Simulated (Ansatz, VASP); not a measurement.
# SnO: VASP beside Ansatz

POSCAR

```
SnO
1.0
    2.4712613500      2.8271229900      0.0000000000
    2.4712613500     -2.8271229900      0.0000000000
    0.0000000000      0.0000000000    -10.9921705000
Sn O
4 4
Direct
    0.0000000000      0.0000000000      0.0000000000
    0.0000000000      0.0000000000      0.5000000000
    0.4410000000      0.5590000000      0.7460000000
    0.5590000000      0.4410000000      0.2460000000
    0.4300000000      0.9300000000      0.6200000000
    0.5700000000      0.0700000000      0.1200000000
    0.0700000000      0.5700000000      0.6200000000
    0.9300000000      0.4300000000      0.1200000000
```

INCAR.step1

```
ALGO = Normal ; EDIFF = 1E-4
ENCUT = 520 ; GGA = PE
ISMEAR = -1 ; ISYM = 0
LASPH = T ; LCHARG = F
LREAL = F ; LWAVE = T
NBANDS = 50 ; NELM = 80
PREC = Accurate ; SIGMA = 0.1
```

The input INCAR.step2:

```
ALGO = Normal ; EDIFF = 1E-6
ENCUT = 520 ; ISIF = 2
ISMEAR = -1 ; ISTART = 1
ISYM = 0 ; LASPH = T
LCHARG = F ; LMIXTAU = T
LREAL = F ; LWAVE = F
METAGGA = R2SCAN ; NBANDS = 50
NELM = 80 ; PREC = Accurate
SIGMA = 0.1
```

KPOINTS

```
k-points
0
Gamma
  5 5 2
```

Input for Ansatz:

```yaml
crystal:
  lattice:
    - [2.47126135, 2.82712299, 0.0]
    - [2.47126135, -2.82712299, 0.0]
    - [0.0, 0.0, -10.9921705]
  atoms:
    - { symbol: Sn, position: [0.0, 0.0, 0.0] }
    - { symbol: Sn, position: [0.0, 0.0, 0.5] }
    - { symbol: Sn, position: [0.441, 0.559, 0.746] }
    - { symbol: Sn, position: [0.559, 0.441, 0.246] }
    - { symbol: O, position: [0.43, 0.93, 0.62] }
    - { symbol: O, position: [0.57, 0.07, 0.12] }
    - { symbol: O, position: [0.07, 0.57, 0.62] }
    - { symbol: O, position: [0.93, 0.43, 0.12] }
  symmetry: { detect: false }
kpoints:
  mp_grid: { grid: [5, 5, 2], shift: [0, 0, 0] }
magnetization:
  spin_polarized: false
scf:
  occupations: { method: fermi_dirac }
hamiltonian:
  pseudopotentials: { kind: paw }
  xc: r2scan
basis:
  ecutwfc: 500
output:
  forces: true
  stress: true
  eigenvalues: true
  write_density: true
  write_potential: true
  elf: true
  volumetric_format: npy
```

Alike in both runs: task single point; functional r2SCAN; k mesh 5 × 5 × 2; no spin polarisation.

|  | VASP | Ansatz |
| --- | --- | --- |
| version | VASP 6.6.1 | Ansatz 0.2.0 |
| potentials or method | VASP PAW PBE potentials, release 64 (Sn_d, O), cutoff 520 eV | PAW plane waves |
| occupations | fermi-dirac, width 0.1 eV | fermi-dirac |
| valence electrons in the cell | 80 | 80 |

```tsv
	VASP	Ansatz	Ansatz less VASP
pressure (GPa)	11.4	10.9	-0.48
traceless stress, the component that is largest in VASP (GPa)	24.62	24.82	+0.201
rms of the force components (eV/Å)	4.312	4.272	-0.0395
```

VASP's potentials were made for PBE, not for r2SCAN. Atom by atom the forces differ by 0.085 eV/Å (rms over components).
